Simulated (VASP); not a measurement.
Something may be wrong with this VASP 6.6.1 calculation of BN.

The input INCAR:

```
SYSTEM = BN
ISMEAR = -5 ; SIGMA = 0.03
LWAVE = .True. ; LCHARG = .False.
NBANDS = 16 ; PREC = Accurate
LASPH = .True. ; LREAL = .False.
ALGO = Normal ; EDIFF = 1E-6
NELM = 74 ; GGA_COMPAT = .False.
ENCUT = 460 ; EFERMI = MIDGAP
GGA = PE
```

The input KPOINTS:

```
Automatic mesh
0
Gamma
  1 1 1
  0 0 0
```

The input POSCAR:

```
BN
1.0
    0.0000000000      1.8130010000      1.8130010000
    1.8130010000      0.0000000000      1.8130010000
    1.8130010000      1.8130010000      0.0000000000
N B
1 1
Direct
    0.2500000000      0.2500000000      0.2500000000
    0.0000000000      0.0000000000      0.0000000000
```

Potentials or basis: VASP PAW PBE potentials, release 64 (N, B).

Launch:

```bash
$ cat potpaw_PBE.64/N/POTCAR potpaw_PBE.64/B/POTCAR > POTCAR
$ mpirun -np 2 vasp_std > vasp.out
```

OUTCAR:

```text
SYSTEM = BN
   ISMEAR = -5
   PREC = Accurate
   LASPH = .True.
   LREAL = .False.
   EDIFF = 1E-6
   NELM = 74
   ENCUT = 460
   EFERMI = MIDGAP
   GGA = PE

|       ---->  I REFUSE TO CONTINUE WITH THIS SICK JOB ... BYE!!! <----       |
|                                                                             |
 -----------------------------------------------------------------------------
```

On the terminal:

```text
POSCAR found type information on POSCAR N B
 POSCAR found :  2 types and       2 ions
[... 17 lines left out ...]

1
1
```

Task: What happened, and what is wrong with the input?

Result: The program refused the input. The input holds a flaw that was put in on purpose: tetrahedra on too few k points (ISMEAR = -5; KPAR = left out; k = 1 × 1 × 1).
